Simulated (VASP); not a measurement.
# TiTe2 (P-3m1) in VASP: a series of runs

Runs on TiTe2. Level: PBE. Tasks: single point.

Everything below comes from runs of VASP 6.6.1. Logs are shortened: lines on timing, memory, paths and dates and some standing lists are left out, and cuts for length are marked.

### Step 1. The cell of the first run

The structure is trigonal, space group P-3m1 (No. 164). The conventional cell has a = 3.791 Å, b = 3.791 Å, c = 6.554 Å, α = 90.00°, β = 90.00°, γ = 120.00°. Within 3.6 Å of Ti (site symmetry -3m) lie 6 Te at 2.77 Å. Within 3.6 Å of Te (site symmetry 3m) lie 3 Ti at 2.77 Å.

### Step 2. Single point, PBE

INCAR reads:

```
ALGO     = Normal         # electronic algorithm
EDIFF    = 1E-6           # SCF threshold, eV
ENCUT    = 520            # plane-wave cutoff, eV
GGA      = PE             # functional
ISIF     = 2              # what is computed and relaxed
ISMEAR   = -1             # smearing method
LASPH    = T              # aspherical terms in the spheres
LCHARG   = T              # write CHGCAR
LELF     = T              # ELF
LREAL    = F              # projectors in reciprocal space
LVHAR    = T            
LWAVE    = F              # write WAVECAR
NBANDS   = 19             # bands
NELM     = 60             # most SCF steps
PREC     = Accurate       # precision mode
SIGMA    = 0.02           # smearing width, eV
```

KPOINTS reads:

```
k-points
0
Gamma
  3 3 3
```

POSCAR reads:

```
TiTe2
1.0
    3.7908320817      0.0000000000      0.0000000000
   -1.8954160408      3.2829568842      0.0000000000
    0.0000000000      0.0000000000      6.5541625960
Ti Te
1 2
Direct
    0.0000000000      0.0000000000      0.0000000000
    0.3333333333      0.6666666667      0.2578174224
    0.6666666667      0.3333333333      0.7421825776
```

Potentials or basis: VASP PAW PBE potentials, release 64 (Ti_sv, Te).

Started as:

```bash
$ cat potpaw_PBE.64/Ti_sv/POTCAR potpaw_PBE.64/Te/POTCAR > POTCAR
$ mpirun -np 1 vasp_std > vasp.out
```

OUTCAR:

```text
EDIFF = 1E-6
   ENCUT = 520
   GGA = PE
   ISIF = 2
   ISMEAR = -1
   LASPH = T
   LREAL = F
   NELM = 60
   PREC = Accurate

 ion  position               nearest neighbor table
   1  0.000  0.000  0.000-   2 2.77   3 2.77   2 2.77   3 2.77   3 2.77   2 2.77
   2  0.333  0.667  0.258-   1 2.77   1 2.77   1 2.77
   3  0.667  0.333  0.742-   1 2.77   1 2.77   1 2.77

  LATTYP: Found a hexagonal cell.
 ALAT       =     3.7908320817
 C/A-ratio  =     1.7289509149

  Lattice vectors:

 A1 = (   3.7908320817,   0.0000000000,   0.0000000000)
 A2 = (  -1.8954160408,   3.2829568842,   0.0000000000)
 A3 = (   0.0000000000,   0.0000000000,   6.5541625960)

Analysis of symmetry for initial positions (statically):
=====================================================================
 Subroutine PRICEL returns:
 Original cell was already a primitive cell.

 Routine SETGRP: Setting up the symmetry group for a
 hexagonal supercell.

 Subroutine GETGRP returns: Found 12 space group operations
 (whereof 12 operations were pure point group operations)
 out of a pool of 24 trial point group operations.

The static configuration has the point symmetry D_3d.

Analysis of symmetry for dynamics (positions and initial velocities):
=====================================================================
 Subroutine PRICEL returns:
 Original cell was already a primitive cell.

 Routine SETGRP: Setting up the symmetry group for a
 hexagonal supercell.

 Subroutine GETGRP returns: Found 12 space group operations
 (whereof 12 operations were pure point group operations)
 out of a pool of 24 trial point group operations.

The dynamic configuration has the point symmetry D_3d.

 Subroutine INISYM returns: Found 12 space group operations
 (whereof 12 operations are pure point group operations),
 and found     1 'primitive' translations

----------------------------------------------------------------------------------------

                                     Primitive cell

  volume of cell :      81.5675

  direct lattice vectors                    reciprocal lattice vectors
     3.790832082  0.000000000  0.000000000     0.263794328  0.152301726  0.000000000
    -1.895416041  3.282956884  0.000000000     0.000000000  0.304603452  0.000000000
     0.000000000  0.000000000  6.554162596     0.000000000  0.000000000  0.152574793

  length of vectors
     3.790832082  3.790832082  6.554162596     0.304603452  0.304603452  0.152574793

  position of ions in fractional coordinates (direct lattice)
     0.000000000  0.000000000  0.000000000
     0.333333333  0.666666667  0.257817422
     0.666666667  0.333333333  0.742182578

  ion indices of the primitive-cell ions
   primitive index   ion index
                 1           1
                 2           2
                 3           3

----------------------------------------------------------------------------------------

 KPOINTS: k-points

Automatic generation of k-mesh.
 Grid dimensions read from file:
 generate k-points for:    3    3    3

 Generating k-lattice:

  Cartesian coordinates                     Fractional coordinates (reciprocal lattice)
     0.087931443  0.050767242  0.000000000     0.333333333  0.000000000  0.000000000
     0.000000000  0.101534484  0.000000000     0.000000000  0.333333333  0.000000000
     0.000000000  0.000000000  0.050858264     0.000000000  0.000000000  0.333333333

  Length of vectors
     0.101534484  0.101534484  0.050858264

  Shift w.r.t. Gamma in fractional coordinates (k-lattice)
     0.000000000  0.000000000  0.000000000

 Subroutine IBZKPT returns following result:
 ===========================================

 Found      7 irreducible k-points:

 Following reciprocal coordinates:
            Coordinates               Weight
  0.000000  0.000000  0.000000      1.000000
  0.333333  0.000000  0.000000      6.000000
  0.333333  0.333333  0.000000      2.000000
  0.000000  0.000000  0.333333      2.000000
  0.333333  0.000000  0.333333      6.000000
  0.000000  0.333333  0.333333      6.000000
  0.333333  0.333333  0.333333      4.000000
   k-points           NKPTS =      7   k-points in BZ     NKDIM =      7   number of bands    NBANDS=     19
   number of dos      NEDOS =    301   number of ions     NIONS =      3
   total plane-waves  NPLWV =  39200
   dimension x,y,z NGX =    28 NGY =   28 NGZ =   50
   dimension x,y,z NGXF=    56 NGYF=   56 NGZF=  100
   ions per type =               1   2
   NGX,Y,Z   is equivalent  to a cutoff of  12.28, 12.28, 12.68 a.u.
   NGXF,Y,Z  is equivalent  to a cutoff of  24.56, 24.56, 25.36 a.u.
 SYSTEM =  unknown system
   PREC   = accura    normal or accurate (medium, high low for compatibility)
   ISTART =      0    job   : 0-new  1-cont  2-samecut
   ICHARG =      2    charge: 1-file 2-atom 10-const
   ISPIN  =      1    spin polarized calculation?
   LNONCOLLINEAR =      F non collinear calculations
   LSORBIT =      F    spin-orbit coupling
   LASPH  =      T    aspherical Exc in radial PAW
   ENCUT  =  520.0 eV  38.22 Ry    6.18 a.u.   7.05  7.05 12.19*2*pi/ulx,y,z
   NELM   =     60;   NELMIN=  2; NELMDL= -5     # of ELM steps
   EDIFF  = 0.1E-05   stopping-criterion for ELM
   LREAL  =      F    real-space projection
   EDIFFG = 0.1E-04   stopping-criterion for IOM
   NSW    =      0    number of steps for IOM
   IBRION =     -1    ionic relax: 0-MD 1-quasi-New 2-CG
   NFREE  =      0    steps in history (QN), initial steepest desc. (CG)
   ISIF   =      2    stress and relaxation
   ISYM   =      2    0-nonsym 1-usesym 2-fastsym
   POTIM  = 0.5000    time-step for ionic-motion
   TEBEG  =    0.0;   TEEND  =   0.0 temperature during run
   PSTRESS=    0.0 pullay stress
   NELECT =      24.0000    total number of electrons
   NUPDOWN=      -1.0000    fix difference up-down
   EMIN   =  10.00;   EMAX   =-10.00  energy-range for DOS
   EFERMI =   0.00;   METHOD = LEGACY
   ISMEAR =    -1;   SIGMA  =   0.02  broadening in eV -4-tet -1-fermi 0-gaus
   EFERMI_NEDOS =   21; number of points for ismear=-14 and -15
   IALGO  =     38    algorithm
   IMIX   =      4    mixing-type and parameters
     AMIX     =   0.40;   BMIX     =  1.00
     AMIX_MAG =   1.60;   BMIX_MAG =  1.00
  volume/ion in A,a.u.               =      27.19       183.48
  Fermi-wavevector in a.u.,A,eV,Ry     =   1.088862  2.057651 16.131352  1.185621
  Thomas-Fermi vector in A             =   2.225053
   LORBIT       =      0    0 simple, 1 ext, 2 COOP (PROOUT), +10 PAW based schemes
   GGA     = PE    functional components
   LHFCALC =     F    Hartree Fock is set to
   AEXX    =    0.0000 exact exchange contribution
   IVDW    =     0    specifies the selected vdW correction
   LEPSILON=     F    determine dielectric tensor
   LRPA    =     F    only Hartree local field effects (RPA)
 non-spin polarized calculation
  energy-cutoff  :      520.00
  volume of cell :       81.57
 maximum number of plane-waves:      2198
   NGX = 15   NGY = 15   NGZ = 25

 number of electron      23.9999991 magnetization

 Free energy of the ion-electron system (eV)
  ---------------------------------------------------
  ext. energy  EPLUGINS =         0.00000000
  ---------------------------------------------------
  free energy    TOTEN  =       -16.00804411 eV

  energy without entropy =      -16.00327219  energy(sigma->0) =      -16.00565815

 E-fermi :   6.7745     XC(G=0):  -9.7636

 val. band max:        6.6235627801   @ k =   0.0000   0.3333   0.3333
 cond. band min:       6.8110033031   @ k =   0.3333   0.0000   0.0000
 fundamental gap:      0.1874405229
 Fermi energy:         6.7744557820

 k-point     1 :       0.0000    0.0000    0.0000
  band No.  band energies     occupation
      1     -50.6953      2.00000
      2     -26.9785      2.00000
      3     -26.9357      2.00000
      4     -26.9357      2.00000
      5      -5.7210      2.00000
      6      -4.2856      2.00000
      7       1.5258      2.00000
      8       4.9550      2.00000
      9       4.9550      2.00000
     10       7.0659      0.00000
     11       7.1145      0.00000
     12       7.1145      0.00000
     13       7.1172      0.00000
     14       7.6258      0.00000
     15       7.6258      0.00000
     16       9.7942      0.00000
     17       9.7942      0.00000
     18      11.7180      0.00000
     19      12.4987      0.00000

 k-point     2 :       0.3333    0.0000    0.0000
  band No.  band energies     occupation
      1     -50.6932      2.00000
      2     -26.9716      2.00000
      3     -26.9662      2.00000
      4     -26.9427      2.00000
      5      -4.6613      2.00000
      6      -3.8415      2.00000
      7       2.6888      2.00000
      8       2.9148      2.00000
      9       3.4999      2.00000
     10       4.9499      2.00000
     11       5.4006      2.00000
     12       5.6908      2.00000
     13       6.8110      0.27710
     14       7.9275      0.00000
     15       8.0616      0.00000
     16       9.5638      0.00000
     17       9.9084      0.00000
     18      12.1126      0.00000
     19      12.5082      0.00000

 k-point     3 :       0.3333    0.3333    0.0000
  band No.  band energies     occupation
      1     -50.6921      2.00000
      2     -26.9677      2.00000
      3     -26.9640      2.00000
      4     -26.9640      2.00000
      5      -3.7399      2.00000
      6      -3.7399      2.00000
      7       2.4374      2.00000
      8       2.9971      2.00000
      9       2.9971      2.00000
     10       4.2331      2.00000
     11       4.3459      2.00000
     12       4.3459      2.00000
     13       7.6444      0.00000
     14       8.1498      0.00000
     15       8.1498      0.00000
     16       8.7980      0.00000
     17       8.7980      0.00000
     18      10.6797      0.00000
     19      14.7877      0.00000

 k-point     4 :       0.0000    0.0000    0.3333
  band No.  band energies     occupation
      1     -50.6953      2.00000
      2     -26.9785      2.00000
      3     -26.9357      2.00000
      4     -26.9357      2.00000
      5      -5.4674      2.00000
      6      -4.7112      2.00000
      7       2.5444      2.00000
      8       5.0017      2.00000
      9       5.0017      2.00000
     10       5.0211      2.00000
     11       7.1069      0.00000
     12       7.1069      0.00000
     13       7.4221      0.00000
     14       7.4221      0.00000
     15       7.6623      0.00000
     16      10.0759      0.00000
     17      10.0759      0.00000
     18      11.9750      0.00000
     19      13.6191      0.00000

 k-point     5 :       0.3333    0.0000    0.3333
  band No.  band energies     occupation
      1     -50.6932      2.00000
      2     -26.9717      2.00000
      3     -26.9662      2.00000
      4     -26.9427      2.00000
      5      -4.4414      2.00000
      6      -4.1204      2.00000
      7       2.5286      2.00000
      8       2.9965      2.00000
      9       4.2842      2.00000
     10       4.7855      2.00000
     11       4.9021      2.00000
     12       5.7769      2.00000
     13       6.8449      0.05729
     14       7.9894      0.00000
     15       7.9983      0.00000
     16       9.6052      0.00000
     17       9.8558      0.00000
     18      11.5079      0.00000
     19      12.5936      0.00000

 k-point     6 :       0.0000    0.3333    0.3333
  band No.  band energies     occupation
      1     -50.6932      2.00000
      2     -26.9716      2.00000
      3     -26.9662      2.00000
      4     -26.9427      2.00000
      5      -4.5211      2.00000
      6      -4.0182      2.00000
      7       2.4054      2.00000
      8       2.8846      2.00000
      9       3.9342      2.00000
     10       4.7867      2.00000
     11       5.8548      2.00000
     12       5.9789      2.00000
     13       6.6236      1.99894
     14       8.0171      0.00000
     15       8.3995      0.00000
     16       8.9253      0.00000
     17       9.3937      0.00000
     18      11.3565      0.00000
     19      11.8357      0.00000

 k-point     7 :       0.3333    0.3333    0.3333
  band No.  band energies     occupation
      1     -50.6921      2.00000
      2     -26.9677      2.00000
      3     -26.9640      2.00000
      4     -26.9640      2.00000
      5      -3.7342      2.00000
      6      -3.7342      2.00000
      7       2.6987      2.00000
      8       2.6987      2.00000
      9       2.7239      2.00000
     10       3.7273      2.00000
     11       4.8128      2.00000
     12       4.8128      2.00000
     13       7.6492      0.00000
     14       7.8338      0.00000
     15       7.8338      0.00000
     16       9.4114      0.00000
     17       9.4114      0.00000
     18      11.9264      0.00000
     19      12.8419      0.00000

------------------------ aborting loop because EDIFF is reached ----------------------------------------

  FORCE on cell =-STRESS in cart. coord.  units (eV):
  Direction    XX          YY          ZZ          XY          YZ          ZX
  --------------------------------------------------------------------------------------
  -------------------------------------------------------------------------------------
  Total        0.2378917      0.2378917      1.0407604      0.0000000      0.0000000     -0.0000000
  in kB        4.6727552      4.6727552     20.4429896      0.0000000      0.0000000     -0.0000000
  external PRESSURE =       9.9295000 kB  Pullay stress =       0.0000000 kB

 VOLUME and BASIS-vectors are now :
 -----------------------------------------------------------------------------
  energy-cutoff  :      520.00
  volume of cell :       81.57
      direct lattice vectors                 reciprocal lattice vectors
     3.790832082  0.000000000  0.000000000     0.263794328  0.152301726  0.000000000
    -1.895416041  3.282956884  0.000000000     0.000000000  0.304603452  0.000000000
     0.000000000  0.000000000  6.554162596     0.000000000  0.000000000  0.152574793

 POSITION                                       TOTAL-FORCE (eV/Angst)
 -----------------------------------------------------------------------------------
      0.00000      0.00000      0.00000        -0.000000      0.000000      0.000000
     -0.00000      2.18864      1.68978         0.000000      0.000000      0.095037
      1.89542      1.09432      4.86439        -0.000000     -0.000000     -0.095037
 -----------------------------------------------------------------------------------
    total drift:                               -0.000000     -0.000000     -0.000000

  FREE ENERGIE OF THE ION-ELECTRON SYSTEM (eV)
  ---------------------------------------------------
  free  energy   TOTEN  =       -16.0080441125 eV

  energy  without entropy=      -16.0032721939  energy(sigma->0) =      -16.00565815
```

Wall time 19 s (1 thread of AMD EPYC 7R43 (Zen 3), shared host); peak memory 0.15 GiB.

What came out:

```
Free energy            : -16.0080 eV
Pressure               : 1.0 GPa
Largest force          : 0.095 eV/Å
Band gap on the k mesh : zero (band 12 reaches 7.11 eV, above the bottom of band 13 at 6.62 eV)
```

Forces on the atoms (eV/Å):
```
Ti   0.000  0.000  0.000
Te   0.000  0.000  0.095
Te   0.000  0.000 -0.095
```

Levels at points of the mesh, in eV from the Fermi level:
```tsv
k point	band 8	band 9	band 10	band 11	band 12	band 13	band 14	band 15	band 16	band 17
(0.00, 0.00, 0.00)	-1.82	-1.82	0.29	0.34	0.34	0.34	0.85	0.85	3.02	3.02
```

Caveat: the k points lie up to 0.64 Å⁻¹ apart; spin-orbit coupling is left out, which moves the levels of the heavy elements; this functional lacks dispersion, which binds the layers, so the pressure and a relaxed spacing across them are unreliable.

### Step 3. Single point, PBE

INCAR reads:

```
SYSTEM = TiTe2
ALGO = Normal ; EDIFF = 1E-6
ENCUT = 520 ; GGA = PE
ISIF = 2 ; ISMEAR = -1
LASPH = .TRUE. ; LCHARG = .FALSE.
LREAL = .FALSE. ; LWAVE = .FALSE.
NBANDS = 19 ; NELM = 60
PREC = Accurate ; SIGMA = 0.02
```

KPOINTS reads:

```
Automatic mesh
0
Gamma
  6 6 4
  0 0 0.5
```

POSCAR is that of step 2.

Potentials or basis: VASP PAW PBE potentials, release 64 (Ti_sv, Te).

Started as:

```bash
$ cat potpaw_PBE.64/Ti_sv/POTCAR potpaw_PBE.64/Te/POTCAR > POTCAR
$ mpirun -np 1 vasp_std > vasp.out
```

It took 38 s on 1 thread of AMD EPYC 7R43 (Zen 3), shared host; peak memory 0.16 GiB.

The run converged. Its results:

```
Free energy            : -16.1975 eV
Pressure               : 1.0 GPa
Largest force          : 0.141 eV/Å
Band gap on the k mesh : zero (band 12 reaches 6.98 eV, above the bottom of band 13 at 6.46 eV)
```

Forces in eV/Å, atoms in the order of the input:
```
Ti   0.000  0.000  0.000
Te   0.000  0.000  0.141
Te   0.000  0.000 -0.141
```

Stress tensor (GPa, compression positive):
```
0.65 0.00 0.00
0.00 0.65 0.00
0.00 0.00 1.66
```

Levels at points of the mesh, in eV from the Fermi level:
```csv
k point,band 8,band 9,band 10,band 11,band 12,band 13,band 14,band 15,band 16,band 17
"(0.00, 0.00, 0.12)",-1.67,-1.67,-0.13,0.42,0.42,0.83,1.04,1.04,3.22,3.22
```

Caveat: spin-orbit coupling is left out, which moves the levels of the heavy elements; this functional lacks dispersion, which binds the layers, so the pressure and a relaxed spacing across them are unreliable.
